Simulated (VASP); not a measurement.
# CdTe (F-43m) in VASP: a series of runs

The runs below take CdTe through single point, with HSE06, PBE.

Program: VASP 6.6.1. These are calculated values, not measurements. Logs are shortened: lines on timing, memory, paths and dates and some standing lists are left out, and cuts for length are marked.

**1. The cell of the first run**

It takes space group F-43m (No. 216, cubic). The conventional cell has a = 6.410 Å, b = 6.410 Å, c = 6.410 Å, α = 90.00°, β = 90.00°, γ = 90.00°. Te (site symmetry -43m) has 4 Cd at 2.78 Å within 3.7 Å. Within 3.7 Å of Cd (site symmetry -43m) lie 4 Te at 2.78 Å.

**2. Single point, HSE06**

The input, POSCAR:

```
CdTe
1.0
    0.0000000000      3.2050000000      3.2050000000
    3.2050000000      0.0000000000      3.2050000000
    3.2050000000      3.2050000000      0.0000000000
Te Cd
1 1
Direct
    0.7500000000      0.7500000000      0.7500000000
    0.0000000000      0.0000000000      0.0000000000
```

The input, INCAR.step1:

```
SYSTEM = CdTe
  PREC = Accurate
  ENCUT = 520
  EDIFF = 1E-5
  ISMEAR = -1
  SIGMA = 0.05
  LREAL = .FALSE.
  LASPH = .TRUE.
  NELM = 80
  ALGO = Normal
  ISIF = 2
  LWAVE = .TRUE.
  GGA = PE
  NBANDS = 16
```

The input, INCAR.step2:

```
SYSTEM = CdTe
  PREC = Accurate
  ENCUT = 520
  EDIFF = 1E-6
  ISMEAR = -1
  SIGMA = 0.05
  LREAL = .FALSE.
  LASPH = .TRUE.
  NELM = 80
  ALGO = Normal
  ISIF = 2
  LWAVE = .FALSE.
  LCHARG = .TRUE.
  GGA = PE
  LHFCALC = .TRUE.
  HFSCREEN = 0.2079
  PRECFOCK = Normal
  LELF = .TRUE.
  LVHAR = .TRUE.
  ISTART = 1
  NBANDS = 16
```

The input, KPOINTS:

```
regular mesh
0
G
  4 4 4
  0 0 0
```

Potentials or basis: VASP PAW PBE potentials, release 64 (Te, Cd).

On the command line:

```
cat potpaw_PBE.64/Te/POTCAR potpaw_PBE.64/Cd/POTCAR > POTCAR
cp INCAR.step1 INCAR
mpirun -np 1 vasp_std > vasp.out
cp INCAR.step2 INCAR
mpirun -np 1 vasp_std > vasp.out
```

OUTCAR:

```text
SYSTEM = CdTe
   PREC = Accurate
   ENCUT = 520
   EDIFF = 1E-6
   ISMEAR = -1
   LREAL = .FALSE.
   LASPH = .TRUE.
   NELM = 80
   ISIF = 2
   GGA = PE
   LHFCALC = .TRUE.
   HFSCREEN = 0.2079
   PRECFOCK = Normal
   ISTART = 1

 ion  position               nearest neighbor table
   1  0.750  0.750  0.750-   2 2.78   2 2.78   2 2.78   2 2.78
   2  0.000  0.000  0.000-   1 2.78   1 2.78   1 2.78   1 2.78

  LATTYP: Found a face centered cubic cell.
 ALAT       =     6.4100000000

  Lattice vectors:

 A1 = (   0.0000000000,   3.2050000000,   3.2050000000)
 A2 = (   3.2050000000,   0.0000000000,   3.2050000000)
 A3 = (   3.2050000000,   3.2050000000,   0.0000000000)

Analysis of symmetry for initial positions (statically):
=====================================================================
 Subroutine PRICEL returns:
 Original cell was already a primitive cell.

 Routine SETGRP: Setting up the symmetry group for a
 face centered cubic supercell.

 Subroutine GETGRP returns: Found 24 space group operations
 (whereof 24 operations were pure point group operations)
 out of a pool of 48 trial point group operations.

The static configuration has the point symmetry T_d .

Analysis of symmetry for dynamics (positions and initial velocities):
=====================================================================
 Subroutine PRICEL returns:
 Original cell was already a primitive cell.

 Routine SETGRP: Setting up the symmetry group for a
 face centered cubic supercell.

 Subroutine GETGRP returns: Found 24 space group operations
 (whereof 24 operations were pure point group operations)
 out of a pool of 48 trial point group operations.

The dynamic configuration has the point symmetry T_d .

 Subroutine INISYM returns: Found 24 space group operations
 (whereof 24 operations are pure point group operations),
 and found     1 'primitive' translations

----------------------------------------------------------------------------------------

                                     Primitive cell

  volume of cell :      65.8437

  direct lattice vectors                    reciprocal lattice vectors
     0.000000000  3.205000000  3.205000000    -0.156006240  0.156006240  0.156006240
     3.205000000  0.000000000  3.205000000     0.156006240 -0.156006240  0.156006240
     3.205000000  3.205000000  0.000000000     0.156006240  0.156006240 -0.156006240

  length of vectors
     4.532554467  4.532554467  4.532554467     0.270210734  0.270210734  0.270210734

  position of ions in fractional coordinates (direct lattice)
     0.750000000  0.750000000  0.750000000
     0.000000000  0.000000000  0.000000000

  ion indices of the primitive-cell ions
   primitive index   ion index
                 1           1
                 2           2

----------------------------------------------------------------------------------------

 KPOINTS: regular mesh

Automatic generation of k-mesh.
 Grid dimensions read from file:
 generate k-points for:    4    4    4

 Generating k-lattice:

  Cartesian coordinates                     Fractional coordinates (reciprocal lattice)
    -0.039001560  0.039001560  0.039001560     0.250000000  0.000000000  0.000000000
     0.039001560 -0.039001560  0.039001560     0.000000000  0.250000000  0.000000000
     0.039001560  0.039001560 -0.039001560     0.000000000  0.000000000  0.250000000

  Length of vectors
     0.067552684  0.067552684  0.067552684

  Shift w.r.t. Gamma in fractional coordinates (k-lattice)
     0.000000000  0.000000000  0.000000000

 Subroutine IBZKPT returns following result:
 ===========================================

 Found      8 irreducible k-points:

 Following reciprocal coordinates:
            Coordinates               Weight
  0.000000  0.000000  0.000000      1.000000
  0.250000  0.000000  0.000000      8.000000
  0.500000  0.000000  0.000000      4.000000
  0.250000  0.250000  0.000000      6.000000
  0.500000  0.250000  0.000000     24.000000
 -0.250000  0.250000  0.000000     12.000000
  0.500000  0.500000  0.000000      3.000000
 -0.250000  0.500000  0.250000      6.000000
   k-points           NKPTS =      8   k-points in BZ     NKDIM =     64   number of bands    NBANDS=     16
   number of dos      NEDOS =    301   number of ions     NIONS =      2
   total plane-waves  NPLWV =  46656
   dimension x,y,z NGX =    36 NGY =   36 NGZ =   36
   dimension x,y,z NGXF=    72 NGYF=   72 NGZF=   72
   ions per type =               1   1
   NGX,Y,Z   is equivalent  to a cutoff of  13.20, 13.20, 13.20 a.u.
   NGXF,Y,Z  is equivalent  to a cutoff of  26.41, 26.41, 26.41 a.u.
 SYSTEM =  CdTe
   PREC   = accura    normal or accurate (medium, high low for compatibility)
   ISTART =      1    job   : 0-new  1-cont  2-samecut
   ICHARG =      0    charge: 1-file 2-atom 10-const
   ISPIN  =      1    spin polarized calculation?
   LNONCOLLINEAR =      F non collinear calculations
   LSORBIT =      F    spin-orbit coupling
   LASPH  =      T    aspherical Exc in radial PAW
   ENCUT  =  520.0 eV  38.22 Ry    6.18 a.u.   8.43  8.43  8.43*2*pi/ulx,y,z
   NELM   =     80;   NELMIN=  2; NELMDL=  0     # of ELM steps
   EDIFF  = 0.1E-05   stopping-criterion for ELM
   LREAL  =      F    real-space projection
   EDIFFG = 0.1E-04   stopping-criterion for IOM
   NSW    =      0    number of steps for IOM
   IBRION =     -1    ionic relax: 0-MD 1-quasi-New 2-CG
   NFREE  =      0    steps in history (QN), initial steepest desc. (CG)
   ISIF   =      2    stress and relaxation
   ISYM   =      3    0-nonsym 1-usesym 2-fastsym
   POTIM  = 0.5000    time-step for ionic-motion
   TEBEG  =    0.0;   TEEND  =   0.0 temperature during run
   PSTRESS=    0.0 pullay stress
   NELECT =      18.0000    total number of electrons
   NUPDOWN=      -1.0000    fix difference up-down
   EMIN   =  10.00;   EMAX   =-10.00  energy-range for DOS
   EFERMI =   0.00;   METHOD = LEGACY
   ISMEAR =    -1;   SIGMA  =   0.05  broadening in eV -4-tet -1-fermi 0-gaus
   EFERMI_NEDOS =   21; number of points for ismear=-14 and -15
   IALGO  =     38    algorithm
   IMIX   =      1    mixing-type and parameters
     AMIX     =   0.40;   BMIX     =  1.00
     AMIX_MAG =   1.60;   BMIX_MAG =  1.00
  volume/ion in A,a.u.               =      32.92       222.17
  Fermi-wavevector in a.u.,A,eV,Ry     =   1.062497  2.007828 15.359610  1.128899
  Thomas-Fermi vector in A             =   2.197950
   LORBIT       =      0    0 simple, 1 ext, 2 COOP (PROOUT), +10 PAW based schemes
   GGA     = PE    functional components
   LHFCALC =     T    Hartree Fock is set to
   PRECFOCK=normal    Normal, Fast or Accurate (Low or Medium for compatibility)
   ENCUT4O =  -1.0   cutoff for four orbital integrals eV
   NKREDX  =     1    reduce k-point grid by
   NKREDY  =     1    reduce k-point grid by
   NKREDZ  =     1    reduce k-point grid by
   AEXX    =    0.2500 exact exchange contribution
   HFSCREEN=    0.2079 screening length (either q_TF or 0.3 A-1)
   HFSCREENC=   0.2079 screening length for correlation (either q_TF or 0.3 A-1)
   ENCUTFOCK=  -1.0 apply spherical cutoff to Coloumb kernel
   IVDW    =     0    specifies the selected vdW correction
   LEPSILON=     F    determine dielectric tensor
   LRPA    =     F    only Hartree local field effects (RPA)
 non-spin polarized calculation
  energy-cutoff  :      520.00
  volume of cell :       65.84
 maximum number of plane-waves:      1807
 NGX is ok and might be reduce to    36
  NGX = 28; NGY = 28; NGZ = 28

 number of electron      17.9999995 magnetization

 Free energy of the ion-electron system (eV)
  ---------------------------------------------------
  ext. energy  EPLUGINS =         0.00000000
  ---------------------------------------------------
  free energy    TOTEN  =        -5.94102970 eV

  energy without entropy =       -5.94102969  energy(sigma->0) =       -5.94102970

 E-fermi :   3.0177     XC(G=0):  -7.2744

 val. band max:        2.1531682617   @ k =   0.0000   0.0000   0.0000
 cond. band min:       3.8274876348   @ k =   0.0000   0.0000   0.0000
 fundamental gap:      1.6743193731
 Fermi energy:         3.0176543102

 k-point     1 :       0.0000    0.0000    0.0000
  band No.  band energies     occupation
      1     -10.1847      2.00000
      2      -7.5546      2.00000
      3      -7.5546      2.00000
      4      -7.5546      2.00000
      5      -7.2654      2.00000
      6      -7.2654      2.00000
[... 8 lines left out ...]
     15      12.5603      0.00000
     16      12.5603      0.00000

 k-point     2 :       0.2500    0.0000    0.0000
  band No.  band energies     occupation
      1      -9.9647      2.00000
      2      -7.5158      2.00000
      3      -7.5158      2.00000
      4      -7.3027      2.00000
      5      -7.2662      2.00000
      6      -7.2662      2.00000
[... 8 lines left out ...]
     15      11.5574      0.00000
     16      11.5574      0.00000

 k-point     3 :       0.5000    0.0000    0.0000
  band No.  band energies     occupation
      1      -9.7628      2.00000
      2      -7.4852      2.00000
      3      -7.4852      2.00000
      4      -7.2572      2.00000
      5      -7.2572      2.00000
      6      -6.7856      2.00000
[... 8 lines left out ...]
     15      13.6633      0.00000
     16      13.6633      0.00000

 k-point     4 :       0.2500    0.2500    0.0000
  band No.  band energies     occupation
      1      -9.8952      2.00000
      2      -7.4711      2.00000
      3      -7.4711      2.00000
      4      -7.3593      2.00000
      5      -7.2496      2.00000
      6      -7.2049      2.00000
[... 8 lines left out ...]
     15      13.1278      0.00000
     16      14.1225      0.00000

 k-point     5 :       0.5000    0.2500    0.0000
  band No.  band energies     occupation
      1      -9.7029      2.00000
      2      -7.4479      2.00000
      3      -7.4296      2.00000
      4      -7.3094      2.00000
      5      -7.2494      2.00000
      6      -6.7073      2.00000
[... 8 lines left out ...]
     15      13.8764      0.00000
     16      14.3280      0.00000

 k-point     6 :      -0.2500    0.2500    0.0000
  band No.  band energies     occupation
      1      -9.7641      2.00000
      2      -7.4682      2.00000
      3      -7.4647      2.00000
      4      -7.2745      2.00000
      5      -7.2732      2.00000
      6      -6.8777      2.00000
[... 8 lines left out ...]
     15      12.9302      0.00000
     16      14.4642      0.00000

 k-point     7 :       0.5000    0.5000    0.0000
  band No.  band energies     occupation
      1      -9.6437      2.00000
      2      -7.3781      2.00000
      3      -7.3781      2.00000
      4      -7.3747      2.00000
      5      -7.2338      2.00000
      6      -6.5855      2.00000
[... 8 lines left out ...]
     15      14.1133      0.00000
     16      14.9251      0.00000

 k-point     8 :      -0.2500    0.5000    0.2500
  band No.  band energies     occupation
      1      -9.6463      2.00000
      2      -7.4219      2.00000
      3      -7.4127      2.00000
      4      -7.2991      2.00000
      5      -7.2655      2.00000
      6      -6.4943      2.00000
[... 8 lines left out ...]
     15      14.5842      0.00000
     16      14.6889      0.00000

------------------------ aborting loop because EDIFF is reached ----------------------------------------

  FORCE on cell =-STRESS in cart. coord.  units (eV):
  Direction    XX          YY          ZZ          XY          YZ          ZX
  --------------------------------------------------------------------------------------
  -------------------------------------------------------------------------------------
  Total        1.4459675      1.4459675      1.4459675     -0.0000000     -0.0000000      0.0000000
  in kB       35.1847953     35.1847953     35.1847953     -0.0000000     -0.0000000      0.0000000
  external PRESSURE =      35.1847953 kB  Pullay stress =       0.0000000 kB

 VOLUME and BASIS-vectors are now :
 -----------------------------------------------------------------------------
  energy-cutoff  :      520.00
  volume of cell :       65.84
      direct lattice vectors                 reciprocal lattice vectors
     0.000000000  3.205000000  3.205000000    -0.156006240  0.156006240  0.156006240
     3.205000000  0.000000000  3.205000000     0.156006240 -0.156006240  0.156006240
     3.205000000  3.205000000  0.000000000     0.156006240  0.156006240 -0.156006240

 POSITION                                       TOTAL-FORCE (eV/Angst)
 -----------------------------------------------------------------------------------
      4.80750      4.80750      4.80750        -0.000000      0.000000     -0.000000
      0.00000      0.00000      0.00000         0.000000     -0.000000      0.000000
 -----------------------------------------------------------------------------------
    total drift:                                0.000001     -0.000012     -0.000007

  FREE ENERGIE OF THE ION-ELECTRON SYSTEM (eV)
  ---------------------------------------------------
  free  energy   TOTEN  =        -5.9410296993 eV

  energy  without entropy=       -5.9410296942  energy(sigma->0) =       -5.94102970
```

Wall time 10 min (1 thread of AMD EPYC 7R43 (Zen 3), shared host); peak memory 0.28 GiB.

Results:

```yaml
Free_energy: -5.9410 eV
Pressure: 3.5 GPa
Band_gap_on_the_k_mesh: 1.67 eV
```

Levels at points of the mesh, in eV from the valence-band top:
| k point | band 6 | band 7 | band 8 | band 9 | band 10 | band 11 | band 12 | band 13 |
| --- | --- | --- | --- | --- | --- | --- | --- | --- |
| (0.00, 0.00, 0.00) | -9.42 | 0.00 | 0.00 | 0.00 | 1.67 | 5.45 | 5.45 | 5.45 |
| (0.50, 0.00, 0.00) | -8.94 | -4.95 | -0.88 | -0.88 | 2.66 | 6.04 | 6.04 | 8.00 |
| (0.50, 0.50, 0.00) | -8.74 | -4.78 | -2.12 | -2.12 | 3.19 | 3.46 | 10.20 | 10.56 |

Caveat: the k points lie up to 0.42 Å⁻¹ apart; the PAW data sets were made with another functional, which shifts forces and pressure a little; spin-orbit coupling is left out, which moves the levels of the heavy elements.

**3. Single point, PBE**

The input, INCAR:

```
ALGO = Normal
EDIFF = 1E-6
ENCUT = 520
GGA = PE
ISIF = 2
ISMEAR = -1
LASPH = T
LCHARG = F
LREAL = F
LWAVE = F
NBANDS = 16
NELM = 80
PREC = Accurate
SIGMA = 0.06
```

The input, KPOINTS:

```
k-points
0
Gamma
  5 5 5
```

POSCAR is that of step 2.

Potentials or basis: VASP PAW PBE potentials, release 64 (Te, Cd).

On the command line:

```
cat potpaw_PBE.64/Te/POTCAR potpaw_PBE.64/Cd/POTCAR > POTCAR
mpirun -np 1 vasp_std > vasp.out
```

Run time: 6.4 s. Hardware: 1 thread of Intel Xeon 6975P-C (Granite Rapids), shared host; peak memory 0.2 GiB.

It converged, with:

```yaml
Free_energy: -4.7079 eV
Pressure: 4.5 GPa
Band_gap_on_the_k_mesh: 0.87 eV
```

Levels at points of the mesh, in eV from the valence-band top:
| k point | band 6 | band 7 | band 8 | band 9 | band 10 | band 11 | band 12 | band 13 |
| --- | --- | --- | --- | --- | --- | --- | --- | --- |
| (0.00, 0.00, 0.00) | -8.13 | 0.00 | 0.00 | 0.00 | 0.87 | 4.57 | 4.57 | 4.57 |

Caveat: the cell stands under pressure; spin-orbit coupling is left out, which moves the levels of the heavy elements.
